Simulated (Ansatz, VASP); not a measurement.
# One calculation of BN, two programs

Contents of POSCAR:

```
BN
1.0
    0.0000000000      3.4953158300      2.1660912400
    1.2516321000      0.0000000000      2.1660912400
    1.2516321000      3.4953158300      0.0000000000
N B
1 1
Direct
    0.6666513400      0.6666513400      0.3333486600
    0.0000486500      0.0000486500      0.9999513500
```

INCAR.step1

```
SYSTEM = BN
ALGO     = Normal         ! electronic algorithm
EDIFF    = 1E-4           ! SCF threshold, eV
ENCUT    = 520            ! plane-wave cutoff, eV
GGA      = PE             ! functional
ISMEAR   = -1             ! smearing method
LASPH    = .TRUE.         ! aspherical terms in the spheres
LCHARG   = .FALSE.        ! write CHGCAR
LREAL    = .FALSE.        ! projectors in reciprocal space
LWAVE    = .TRUE.         ! write WAVECAR
NBANDS   = 11             ! bands
NELM     = 80             ! most SCF steps
PREC     = Accurate       ! precision mode
SIGMA    = 0.05           ! smearing width, eV
```

INCAR.step2

```
SYSTEM = BN
ALGO     = Normal         ! electronic algorithm
EDIFF    = 1E-6           ! SCF threshold, eV
ENCUT    = 520            ! plane-wave cutoff, eV
ISIF     = 2              ! what is computed and relaxed
ISMEAR   = -1             ! smearing method
ISTART   = 1            
LASPH    = .TRUE.         ! aspherical terms in the spheres
LCHARG   = .FALSE.        ! write CHGCAR
LMIXTAU  = .TRUE.       
LREAL    = .FALSE.        ! projectors in reciprocal space
LWAVE    = .FALSE.        ! write WAVECAR
METAGGA  = R2SCAN         ! meta-GGA
NBANDS   = 11             ! bands
NELM     = 80             ! most SCF steps
PREC     = Accurate       ! precision mode
SIGMA    = 0.05           ! smearing width, eV
```

File KPOINTS:

```
k-points
0
G
  13 13 13
  0 0 0
```

Contents of input.yaml:

```yaml
crystal:
  lattice:
    - [0.0, 3.49531583, 2.16609124]
    - [1.2516321, 0.0, 2.16609124]
    - [1.2516321, 3.49531583, 0.0]
  atoms:
    - { symbol: "N", position: [0.66665134, 0.66665134, 0.33334866] }
    - { symbol: B, position: [4.865e-05, 4.865e-05, 0.99995135] }
hamiltonian:
  xc: r2scan
  pseudopotentials: { kind: paw }
kpoints:
  mp_grid: { grid: [13, 13, 13] }
scf:
  occupations: { method: fermi_dirac, width: 0.05 }
output:
  forces: true
  stress: true
  eigenvalues: true
```

Alike in both runs: task single point; functional r2SCAN; k mesh 13 × 13 × 13; occupations fermi-dirac, width 0.05 eV; no spin polarisation.

```csv
,VASP,Ansatz
version,VASP 6.6.1,Ansatz 0.2.0
potentials or method,"VASP PAW PBE potentials, release 64 (N, B)",Ansatz PAW
plane-wave cutoff (eV),520,500
valence electrons in the cell,8,8
```

VASP gave:

* gap on the k mesh at the Fermi level (eV): 4.41
* least direct gap on the mesh (eV): 5.35
* pressure (GPa): -0.1
* traceless stress, the component that is largest in VASP (GPa): -0.23
* rms of the force components (eV/Å): 0.005

**Question.** Estimate Ansatz's values.

**Answer.** gap on the k mesh at the Fermi level (eV): 4.38; least direct gap on the mesh (eV): 5.29; pressure (GPa): -0.5; traceless stress, the component that is largest in VASP (GPa): 0.41; rms of the force components (eV/Å): 0.005.

VASP's potentials were made for PBE, not for r2SCAN. Atom by atom the forces differ by 0.000 eV/Å (rms over components).

Noted on Ansatz's run: odd divisions of the mesh miss points on the zone boundary, where band edges often lie, so the gap on the mesh can be too wide.
